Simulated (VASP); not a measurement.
A run of VASP 6.6.1 is set up as follows.

The input INCAR:

```
PREC     = Accurate       # precision mode
ENCUT    = 520            # plane-wave cutoff, eV
EDIFF    = 1E-7           # SCF threshold, eV
ISMEAR   = 0              # smearing method
SIGMA    = 0.1            # smearing width, eV
LREAL    = F              # projectors in reciprocal space
LASPH    = T              # aspherical terms in the spheres
NELM     = 100            # most SCF steps
ALGO     = Fast           # electronic algorithm
ISIF     = 2              # what is computed and relaxed
LWAVE    = F              # write WAVECAR
LCHARG   = F              # write CHGCAR
GGA      = PE             # functional
NBANDS   = 13             # bands
```

The input KPOINTS:

```
regular mesh
0
Gamma
  16 16 16
```

File POSCAR:

```
Mo
1.0
   -1.5924912800      1.5948477800      1.5848405100
    1.5901033600     -1.5930882600      1.5806930700
    1.5963245200      1.5969215000     -1.5830809900
Mo
1
Direct
    0.0000000000      0.0000000000      0.0000000000
```

Potentials or basis: VASP PAW PBE potentials, release 64 (Mo_sv).

Command:

```sh
$ cat potpaw_PBE.64/Mo_sv/POTCAR > POTCAR
$ mpirun -np 1 vasp_std > vasp.out
```

Task: What does it give for the pressure?

Result: -4.5 GPa.

Task: Estimate the band gap on the k mesh.

Result: Zero (band 7 reaches 15.92 eV, above the bottom of band 8 at 10.87 eV).

Stress tensor (GPa, compression positive):
```
-5.02 -0.25  0.15
-0.25 -5.54 -0.12
 0.15 -0.12 -2.96
```

Caveat: the cell differs from its parent crystal (the cell strained at random).
